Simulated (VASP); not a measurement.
# SnO (P4/nmm) in VASP: single point with PBE

Aim: the single point of SnO with PBE.

All numbers are computed with VASP 6.6.1; they aren't measurements. Logs are shortened: lines on timing, memory, paths and dates and some standing lists are left out, and cuts for length are marked.

**1. The cell of the first run**

It takes space group P4/nmm (No. 129, tetragonal). Conventional cell: a = 3.867 Å, b = 3.867 Å, c = 5.068 Å, α = 90.00°, β = 90.00°, γ = 90.00°. Sn (site symmetry 4mm) has 4 O at 2.25 Å within 3.0 Å. Within 3.0 Å of O (site symmetry -4m2) lie 4 Sn at 2.25 Å and 4 O at 2.73 Å.

**2. Single point, PBE**

Contents of INCAR:

```
SYSTEM = SnO
PREC     = Accurate       ! precision mode
ENCUT    = 520            ! plane-wave cutoff, eV
EDIFF    = 1E-6           ! SCF threshold, eV
ISMEAR   = 0              ! smearing method
SIGMA    = 0.05           ! smearing width, eV
LREAL    = .False.        ! projectors in reciprocal space
LASPH    = .True.         ! aspherical terms in the spheres
NELM     = 100            ! most SCF steps
ALGO     = Normal         ! electronic algorithm
ISIF     = 2              ! what is computed and relaxed
LWAVE    = .False.        ! write WAVECAR
LCHARG   = .False.        ! write CHGCAR
GGA      = PE             ! functional
NBANDS   = 28             ! bands
```

Contents of KPOINTS:

```
regular mesh
0
Gamma
  10 10 8
  0 0 0
```

Contents of POSCAR:

```
SnO
1.0
    3.8672772812      0.0000000000      0.0000000000
    0.0000000000      3.8672772812      0.0000000000
    0.0000000000      0.0000000000      5.0679375214
Sn O
2 2
Direct
    0.0000000000      0.5000000000      0.2286909982
    0.5000000000      0.0000000000      0.7713090018
    0.0000000000      0.0000000000      0.0000000000
    0.5000000000      0.5000000000      0.0000000000
```

Potentials or basis: VASP PAW PBE potentials, release 64 (Sn_d, O).

Launch:

```sh
> cat potpaw_PBE.64/Sn_d/POTCAR potpaw_PBE.64/O/POTCAR > POTCAR
> mpirun -np 1 vasp_std > vasp.out
```

OUTCAR:

```text
SYSTEM = SnO
   PREC = Accurate
   ENCUT = 520
   EDIFF = 1E-6
   ISMEAR = 0
   LREAL = .False.
   LASPH = .True.
   NELM = 100
   ISIF = 2
   GGA = PE

 ion  position               nearest neighbor table
   1  0.000  0.500  0.229-   3 2.25   4 2.25   3 2.25   4 2.25   2 3.58   2 3.58   2 3.58   2 3.58

   2  0.500  0.000  0.771-   3 2.25   4 2.25   4 2.25   3 2.25   1 3.58   1 3.58   1 3.58   1 3.58

   3  0.000  0.000  0.000-   1 2.25   2 2.25   1 2.25   2 2.25
   4  0.500  0.500  0.000-   1 2.25   2 2.25   2 2.25   1 2.25

  LATTYP: Found a simple tetragonal cell.
 ALAT       =     3.8672772812
 C/A-ratio  =     1.3104665512

  Lattice vectors:

 A1 = (   3.8672772812,   0.0000000000,   0.0000000000)
 A2 = (   0.0000000000,   3.8672772812,   0.0000000000)
 A3 = (   0.0000000000,   0.0000000000,   5.0679375214)

Analysis of symmetry for initial positions (statically):
=====================================================================
 Subroutine PRICEL returns:
 Original cell was already a primitive cell.

 Routine SETGRP: Setting up the symmetry group for a
 simple tetragonal supercell.

 Subroutine GETGRP returns: Found 16 space group operations
 (whereof  8 operations were pure point group operations)
 out of a pool of 16 trial point group operations.

The static configuration has the point symmetry D_2d.
 The point group associated with its full space group is D_4h.

Analysis of symmetry for dynamics (positions and initial velocities):
=====================================================================
 Subroutine PRICEL returns:
 Original cell was already a primitive cell.

 Routine SETGRP: Setting up the symmetry group for a
 simple tetragonal supercell.

 Subroutine GETGRP returns: Found 16 space group operations
 (whereof  8 operations were pure point group operations)
 out of a pool of 16 trial point group operations.

The dynamic configuration has the point symmetry D_2d.
 The point group associated with its full space group is D_4h.

 Subroutine INISYM returns: Found 16 space group operations
 (whereof  8 operations are pure point group operations),
 and found     1 'primitive' translations

----------------------------------------------------------------------------------------

                                     Primitive cell

  volume of cell :      75.7952

  direct lattice vectors                    reciprocal lattice vectors
     3.867277281  0.000000000  0.000000000     0.258579855  0.000000000  0.000000000
     0.000000000  3.867277281  0.000000000     0.000000000  0.258579855  0.000000000
     0.000000000  0.000000000  5.067937521     0.000000000  0.000000000  0.197318928

  length of vectors
     3.867277281  3.867277281  5.067937521     0.258579855  0.258579855  0.197318928

  position of ions in fractional coordinates (direct lattice)
     0.000000000  0.500000000  0.228690998
     0.500000000  0.000000000  0.771309002
     0.000000000  0.000000000  0.000000000
     0.500000000  0.500000000  0.000000000

  ion indices of the primitive-cell ions
   primitive index   ion index
                 1           1
                 2           2
                 3           3
                 4           4

----------------------------------------------------------------------------------------

 KPOINTS: regular mesh

Automatic generation of k-mesh.
 Grid dimensions read from file:
 generate k-points for:   10   10    8

 Generating k-lattice:

  Cartesian coordinates                     Fractional coordinates (reciprocal lattice)
     0.025857986  0.000000000  0.000000000     0.100000000  0.000000000  0.000000000
     0.000000000  0.025857986  0.000000000     0.000000000  0.100000000  0.000000000
     0.000000000  0.000000000  0.024664866     0.000000000  0.000000000  0.125000000

  Length of vectors
     0.025857986  0.025857986  0.024664866

  Shift w.r.t. Gamma in fractional coordinates (k-lattice)
     0.000000000  0.000000000  0.000000000

 Subroutine IBZKPT returns following result:
 ===========================================

 Found    105 irreducible k-points:

 Following reciprocal coordinates:
            Coordinates               Weight
  0.000000  0.000000  0.000000      1.000000
  0.100000  0.000000  0.000000      4.000000
  0.200000  0.000000  0.000000      4.000000
  0.300000  0.000000  0.000000      4.000000
  0.400000  0.000000  0.000000      4.000000
  0.500000  0.000000  0.000000      2.000000
[... 16 lines left out ...]
  0.100000  0.000000  0.125000      8.000000
  0.200000  0.000000  0.125000      8.000000
 [... further k-points ...]
   k-points           NKPTS =    105   k-points in BZ     NKDIM =    105   number of bands    NBANDS=     28
   number of dos      NEDOS =    301   number of ions     NIONS =      4
   total plane-waves  NPLWV =  36000
   dimension x,y,z NGX =    30 NGY =   30 NGZ =   40
   dimension x,y,z NGXF=    60 NGYF=   60 NGZF=   80
   ions per type =               2   2
   NGX,Y,Z   is equivalent  to a cutoff of  12.90, 12.90, 13.12 a.u.
   NGXF,Y,Z  is equivalent  to a cutoff of  25.79, 25.79, 26.24 a.u.
 SYSTEM =  SnO
   PREC   = accura    normal or accurate (medium, high low for compatibility)
   ISTART =      0    job   : 0-new  1-cont  2-samecut
   ICHARG =      2    charge: 1-file 2-atom 10-const
   ISPIN  =      1    spin polarized calculation?
   LNONCOLLINEAR =      F non collinear calculations
   LSORBIT =      F    spin-orbit coupling
   LASPH  =      T    aspherical Exc in radial PAW
   ENCUT  =  520.0 eV  38.22 Ry    6.18 a.u.   7.19  7.19  9.42*2*pi/ulx,y,z
   NELM   =    100;   NELMIN=  2; NELMDL= -5     # of ELM steps
   EDIFF  = 0.1E-05   stopping-criterion for ELM
   LREAL  =      F    real-space projection
   EDIFFG = 0.1E-04   stopping-criterion for IOM
   NSW    =      0    number of steps for IOM
   IBRION =     -1    ionic relax: 0-MD 1-quasi-New 2-CG
   NFREE  =      0    steps in history (QN), initial steepest desc. (CG)
   ISIF   =      2    stress and relaxation
   ISYM   =      2    0-nonsym 1-usesym 2-fastsym
   POTIM  = 0.5000    time-step for ionic-motion
   TEBEG  =    0.0;   TEEND  =   0.0 temperature during run
   PSTRESS=    0.0 pullay stress
   NELECT =      40.0000    total number of electrons
   NUPDOWN=      -1.0000    fix difference up-down
   EMIN   =  10.00;   EMAX   =-10.00  energy-range for DOS
   EFERMI =   0.00;   METHOD = LEGACY
   ISMEAR =     0;   SIGMA  =   0.05  broadening in eV -4-tet -1-fermi 0-gaus
   EFERMI_NEDOS =   21; number of points for ismear=-14 and -15
   IALGO  =     38    algorithm
   IMIX   =      4    mixing-type and parameters
     AMIX     =   0.40;   BMIX     =  1.00
     AMIX_MAG =   1.60;   BMIX_MAG =  1.00
  volume/ion in A,a.u.               =      18.95       127.87
  Fermi-wavevector in a.u.,A,eV,Ry     =   1.322963  2.500037 23.813322  1.750230
  Thomas-Fermi vector in A             =   2.452605
   LORBIT       =      0    0 simple, 1 ext, 2 COOP (PROOUT), +10 PAW based schemes
   GGA     = PE    functional components
   LHFCALC =     F    Hartree Fock is set to
   AEXX    =    0.0000 exact exchange contribution
   IVDW    =     0    specifies the selected vdW correction
   LEPSILON=     F    determine dielectric tensor
   LRPA    =     F    only Hartree local field effects (RPA)
 non-spin polarized calculation
 Gauss-broadening in eV      SIGMA  =   0.05
  energy-cutoff  :      520.00
  volume of cell :       75.80
 maximum number of plane-waves:      2058
 NGX is ok and might be reduce to    30
   NGX = 15   NGY = 15   NGZ = 19

 number of electron      39.9999996 magnetization

 Free energy of the ion-electron system (eV)
  ---------------------------------------------------
  ext. energy  EPLUGINS =         0.00000000
  ---------------------------------------------------
  free energy    TOTEN  =       -22.72585785 eV

  energy without entropy =      -22.72585785  energy(sigma->0) =      -22.72585785

 E-fermi :   6.4222     XC(G=0):  -9.8229

 val. band max:        6.1386807922   @ k =   0.1000   0.0000   0.0000
 cond. band min:       6.6442999758   @ k =   0.5000   0.5000   0.0000
 fundamental gap:      0.5056191836
 Fermi energy:         6.4222453973

 k-point     1 :       0.0000    0.0000    0.0000
  band No.  band energies     occupation
      1     -15.6059      2.00000
      2     -15.2410      2.00000
      3     -15.2359      2.00000
      4     -15.2359      2.00000
      5     -15.2065      2.00000
      6     -15.1919      2.00000
[... 20 lines left out ...]
     27      13.0946      0.00000
     28      13.6015      0.00000

 k-point     2 :       0.1000    0.0000    0.0000
  band No.  band energies     occupation
      1     -15.6007      2.00000
      2     -15.2397      2.00000
      3     -15.2346      2.00000
      4     -15.2343      2.00000
      5     -15.2076      2.00000
      6     -15.1890      2.00000
[... 20 lines left out ...]
     27      13.2756      0.00000
     28      14.3463      0.00000

 k-point     3 :       0.2000    0.0000    0.0000
  band No.  band energies     occupation
      1     -15.5860      2.00000
      2     -15.2682      2.00000
      3     -15.2310      2.00000
      4     -15.2293      2.00000
      5     -15.2105      2.00000
      6     -15.2103      2.00000
[... 20 lines left out ...]
     27      13.4770      0.00000
     28      15.8153      0.00000

 k-point     4 :       0.3000    0.0000    0.0000
  band No.  band energies     occupation
      1     -15.5626      2.00000
      2     -15.3455      2.00000
      3     -15.2265      2.00000
      4     -15.2215      2.00000
      5     -15.2142      2.00000
      6     -15.2059      2.00000
[... 578 lines left out ...]
     27      12.9963      0.00000
     28      13.7097      0.00000

 k-point    23 :       0.1000    0.0000    0.1250
  band No.  band energies     occupation
      1     -15.5995      2.00000
      2     -15.2415      2.00000
      3     -15.2329      2.00000
      4     -15.2318      2.00000
      5     -15.2064      2.00000
      6     -15.1880      2.00000
[... 20 lines left out ...]
     27      13.2415      0.00000
     28      14.3933      0.00000

 k-point    24 :       0.2000    0.0000    0.1250
  band No.  band energies     occupation
      1     -15.5852      2.00000
      2     -15.2712      2.00000
      3     -15.2312      2.00000
      4     -15.2266      2.00000
      5     -15.2111      2.00000
      6     -15.2091      2.00000
[... 20 lines left out ...]
     27      13.5530      0.00000
     28      15.7923      0.00000

 [... further k-points ...]

------------------------ aborting loop because EDIFF is reached ----------------------------------------

  FORCE on cell =-STRESS in cart. coord.  units (eV):
  Direction    XX          YY          ZZ          XY          YZ          ZX
  --------------------------------------------------------------------------------------
  -------------------------------------------------------------------------------------
  Total        0.1096143      0.1096143      0.1213455      0.0000000      0.0000000      0.0000000
  in kB        2.3170529      2.3170529      2.5650298      0.0000000      0.0000000      0.0000000
  external PRESSURE =       2.3997119 kB  Pullay stress =       0.0000000 kB

 VOLUME and BASIS-vectors are now :
 -----------------------------------------------------------------------------
  energy-cutoff  :      520.00
  volume of cell :       75.80
      direct lattice vectors                 reciprocal lattice vectors
     3.867277281  0.000000000  0.000000000     0.258579855  0.000000000  0.000000000
     0.000000000  3.867277281  0.000000000     0.000000000  0.258579855  0.000000000
     0.000000000  0.000000000  5.067937521     0.000000000  0.000000000  0.197318928

 POSITION                                       TOTAL-FORCE (eV/Angst)
 -----------------------------------------------------------------------------------
      0.00000      1.93364      1.15899        -0.000000      0.000000      0.083570
      1.93364      0.00000      3.90895        -0.000000      0.000000     -0.083570
      0.00000      0.00000      0.00000        -0.000000      0.000000      0.000000
      1.93364      1.93364      0.00000         0.000000     -0.000000      0.000000
 -----------------------------------------------------------------------------------
    total drift:                                0.000000      0.000000      0.000000

  FREE ENERGIE OF THE ION-ELECTRON SYSTEM (eV)
  ---------------------------------------------------
  free  energy   TOTEN  =       -22.7258578497 eV

  energy  without entropy=      -22.7258578497  energy(sigma->0) =      -22.72585785
```

Wall time 2.6 min (1 thread of Intel Xeon Platinum 8375C at 2.90GHz (Ice Lake), shared host); peak memory 0.31 GiB.

What came out:

| Property | Result |
| --- | --- |
| Free energy | -22.7259 eV |
| Pressure | 0.2 GPa |
| Largest force | 0.084 eV/Å |
| Band gap on the k mesh | 0.51 eV (least direct gap 1.91 eV) |

Forces in eV/Å, atoms in the order of the input:
```
Sn   0.000  0.000  0.084
Sn   0.000  0.000 -0.084
O    0.000  0.000  0.000
O    0.000  0.000  0.000
```

Caveat: semilocal functionals underestimate gaps, and a narrow one can read as zero; spin-orbit coupling is left out, which moves the levels of the heavy elements. As with any semilocal functional, this PBE gap is likely too small.
